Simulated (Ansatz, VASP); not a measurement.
**Two plane-wave programs on NaCl**

```
Na Cl
1.0
     0.00000    2.86007    2.83175
     2.83175    0.00000    2.83175
     2.83175    2.86007    0.00000
Na Cl
1 1
Direct
  0.00000 0.00000 0.00000
  0.50000 0.50000 0.50000
```

Change from the starting cell: strain +0.0100 x Voigt [0, 1, 0, 0, 0, 0], atoms carried along.

Alike in both runs: task single point; functional PBEsol; k mesh 8 × 8 × 8; occupations gaussian, width 0.05 eV; no spin polarisation.

|  | VASP | Ansatz |
| --- | --- | --- |
| version | VASP 6.6.1 | Ansatz 0.2.0 |
| potentials or method | VASP PAW PBE potentials, release 64 (Na_pv, Cl), cutoff 520 eV | scalar-relativistic, plane waves, PAW |
| valence electrons in the cell | 14 | 16 |

```tsv
	VASP	Ansatz	Ansatz less VASP
gap on the k mesh at the Fermi level (eV)	4.85	4.85	+0.003
least direct gap on the mesh (eV)	4.85	4.85	+0.003
pressure (GPa)	-1.0	-1.0	-0.01
traceless stress, the component that is largest in VASP (GPa)	-0.22	-0.22	+0.004
```

VASP's potentials were made for PBE, not for PBEsol. The functional is the same, so the differences come from potentials, cutoffs and numerics. VASP's potentials hold 14 valence electrons a cell and Ansatz's 16, so a difference there can come from the potentials and not from the codes.
